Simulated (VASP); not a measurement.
Input of a VASP 6.6.1 run:

File INCAR:

```
PREC     = Accurate       # precision mode
ENCUT    = 520            # plane-wave cutoff, eV
EDIFF    = 1E-6           # SCF threshold, eV
ISMEAR   = 0              # smearing method
SIGMA    = 0.2            # smearing width, eV
LREAL    = F              # projectors in reciprocal space
LASPH    = T              # aspherical terms in the spheres
NELM     = 80             # most SCF steps
ALGO     = Normal         # electronic algorithm
ISIF     = 2              # what is computed and relaxed
LWAVE    = F              # write WAVECAR
LCHARG   = T              # write CHGCAR
GGA      = PE             # functional
LELF     = T              # ELF
LVHAR    = T            
NBANDS   = 58             # bands
```

The input KPOINTS:

```
Automatic mesh
0
Gamma
  8 4 2
```

The input POSCAR:

```
Nb3C2
1.0
    2.7748230672      0.0000000000      0.0000000000
    0.0000000000      4.8061345344      0.0000000000
    0.0000000000      0.0000000000      9.9866685032
Nb C
6 4
Direct
    0.5000000000      0.1666666667      0.2266140351
    1.0000000000      0.6666666667      0.2266140351
    0.5000000000      0.1666666667      0.7733859649
    1.0000000000      0.6666666667      0.7733859649
    0.5000000000      0.1666666667      0.5000000000
    1.0000000000      0.6666666667      0.5000000000
    0.5000000000      0.1666666667      1.0000000000
    1.0000000000      0.6666666667      1.0000000000
    1.0000000000      0.0000000000      0.0000000000
    0.5000000000      0.5000000000      1.0000000000
```

Potentials or basis: VASP PAW PBE potentials, release 64 (Nb_sv, C).

Launch:

```sh
$ cat potpaw_PBE.64/Nb_sv/POTCAR potpaw_PBE.64/C/POTCAR > POTCAR
$ mpirun -np 1 vasp_std > vasp.out
```

Question: Predict the pressure.

Answer: 0.3 GPa.

Question: Estimate the largest force.

Answer: 0.053 eV/Å.

Stress tensor (GPa, compression positive):
```
 0.58  0.00  0.00
 0.00 -0.28  0.00
 0.00  0.00  0.62
```
